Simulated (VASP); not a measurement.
Set up this calculation in VASP 6.6.1, as the native input.

```
Task                   : single point
Functional             : PBEsol
Potentials or basis    : VASP PAW PBE potentials, release 64 (Ag)
Cutoff                 : 520 eV
k mesh                 : 18 × 18 × 18
Occupations            : gaussian, width 0.1 eV
Spin                   : no spin polarisation
Dipole correction      : no
Further INCAR settings : ALGO = Fast; EDIFF = 1e-06; NBANDS = 12
```

The structure of Ag lies in POSCAR:

```
Ag
1.0
    0.0000000000      1.9813274606      1.9813274606
    1.9813274606      0.0000000000      1.9813274606
    1.9813274606      1.9813274606      0.0000000000
Ag
1
Direct
    0.0000000000      0.0000000000      0.0000000000
```

The input as run:

INCAR

```
SYSTEM = Ag
PREC = Accurate ; ENCUT = 520
EDIFF = 1E-6 ; ISMEAR = 0
SIGMA = 0.1 ; LREAL = .False.
LASPH = .True. ; NELM = 100
ALGO = Fast ; ISIF = 2
LWAVE = .False. ; LCHARG = .True.
GGA = PS ; LELF = .True.
LVHAR = .True. ; NBANDS = 12
```

KPOINTS

```
Automatic mesh
0
Gamma
  18 18 18
  0 0 0
```

Potentials or basis: VASP PAW PBE potentials, release 64 (Ag).

The run is started by

```console
$ cat potpaw_PBE.64/Ag/POTCAR > POTCAR
$ mpirun -np 1 vasp_std > vasp.out
```

It gave:

The pressure is 9.8 GPa.

Caveat: the PAW data sets were made with another functional, which shifts forces and pressure a little.

Run time: 12 s on 1 thread of Intel(R) Xeon(R) 6975P-C (Granite Rapids), on a shared host, peak memory 0.16 GiB.
